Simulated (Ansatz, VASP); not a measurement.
**Al2Cu in VASP and in Ansatz**

```
Cu Al
1.0
    -3.03350    3.03350    2.43850
     3.03350   -3.03350    2.43850
     3.03350    3.03350   -2.43850
Cu Al
2 4
Direct
  0.25608 0.25217 0.99846
  0.73807 0.73336 0.99208
  0.34716 0.16392 0.49114
  0.84902 0.34759 0.20335
  0.64960 0.82981 0.49661
  0.16036 0.66648 0.82651
```

Change from the starting cell: atoms moved at random, drawn with an rms of 0.05 Å.

Alike in both runs: task single point; functional PBEsol; k mesh 7 × 7 × 7; occupations fermi-dirac, width 0.05 eV; no spin polarisation.

```csv
,VASP,Ansatz
version,VASP 6.6.1,Ansatz 0.2.0
potentials or method,"VASP PAW PBE potentials, release 64 (Cu, Al), cutoff 520 eV","all-electron LAPW, scalar-relativistic"
```

Ansatz gave:

```
gap on the k mesh at the Fermi level (eV)                     : none
pressure (GPa)                                                : -3.2
traceless stress, the component that is largest in VASP (GPa) : 0.37
rms of the force components (eV/Å)                            : 0.245
```

Question: What did VASP give for the same quantities?

Answer: gap on the k mesh at the Fermi level (eV): none; pressure (GPa): -3.0; traceless stress, the component that is largest in VASP (GPa): 0.37; rms of the force components (eV/Å): 0.245.

VASP's potentials were made for PBE, not for PBEsol. Atom by atom the forces differ by 0.002 eV/Å (rms over components). A gap of «none» marks a metal or a gap that the smearing closes. Ansatz ran all-electron here, and VASP with PAW potentials.
